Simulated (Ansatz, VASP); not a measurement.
Two plane-wave programs on In3P4

The input INCAR:

```
PREC = Accurate
ENCUT = 520
EDIFF = 1E-6
ISMEAR = 0
SIGMA = 0.05
LREAL = F
LASPH = T
NELM = 100
ALGO = Normal
ISIF = 2
LWAVE = F
LCHARG = T
LDIPOL = T
IDIPOL = 3
DIPOL = 0.5 0.5 0.500
GGA = PS
LELF = T
LVHAR = T
LVACPOTAV = T
NBANDS = 38
```

KPOINTS

```
regular mesh
0
Gamma
  8 8 1
```

POSCAR

```
In3P4
1.0
    4.1565024009      0.0000000000      0.0000000000
    0.0000000000      4.1565024009      0.0000000000
    0.0000000000      0.0000000000     23.8172731011
P In
4 3
Direct
    0.0000000000      0.5000000000      0.3148975102
    0.5000000000      0.0000000000      0.4382991701
    0.0000000000      0.5000000000      0.5617008299
    0.5000000000      0.0000000000      0.6851024898
    0.5000000000      0.5000000000      0.3765983402
    0.0000000000      0.0000000000      0.5000000000
    0.5000000000      0.5000000000      0.6234016598
```

Input for Ansatz:

```yaml
crystal:
  lattice:
    - [4.1565024009, 0.0, 0.0]
    - [0.0, 4.1565024009, 0.0]
    - [0.0, 0.0, 23.8172731011]
  atoms:
    - { symbol: P, position: [0.0, 0.5, 0.3148975102] }
    - { symbol: In, position: [0.5, 0.5, 0.3765983402] }
    - { symbol: P, position: [0.5, 0.0, 0.4382991701] }
    - { symbol: In, position: [0.0, 0.0, 0.5] }
    - { symbol: P, position: [0.0, 0.5, 0.5617008299] }
    - { symbol: In, position: [0.5, 0.5, 0.6234016598] }
    - { symbol: P, position: [0.5, 0.0, 0.6851024898] }
basis:
  ecutwfc: 420
kpoints:
  mp_grid: { grid: [8, 8, 1] }
hamiltonian:
  xc: pbesol
scf:
  occupations: { method: gaussian, width: 0.05 }
output:
  forces: true
  stress: true
  eigenvalues: true
  write_density: true
  write_potential: true
  elf: true
  volumetric_format: npy
efield:
  axis: 3
  dipole_correction: true
  ramp_width: 0.04
```

Alike in both runs: task single point; functional PBEsol; k mesh 8 × 8 × 1; occupations gaussian, width 0.05 eV; no spin polarisation.

```csv
,VASP,Ansatz
version,VASP 6.6.1,Ansatz 0.2.0
potentials or method,"VASP PAW PBE potentials, release 64 (P, In_d), cutoff 520 eV","scalar-relativistic, plane waves, PAW"
valence electrons in the cell,59,59
```

```csv
,VASP,Ansatz,Ansatz less VASP
gap on the k mesh at the Fermi level (eV),none,none,-
rms of the force components (eV/Å),0.178,0.178,-0.0006
"work function, face that differs most (eV)",6.12,6.11,-0.015
```

VASP's potentials were made for PBE, not for PBEsol. A gap of «none» marks a metal or a gap that the smearing closes. Ansatz's warnings: xc potential rough in thin density.
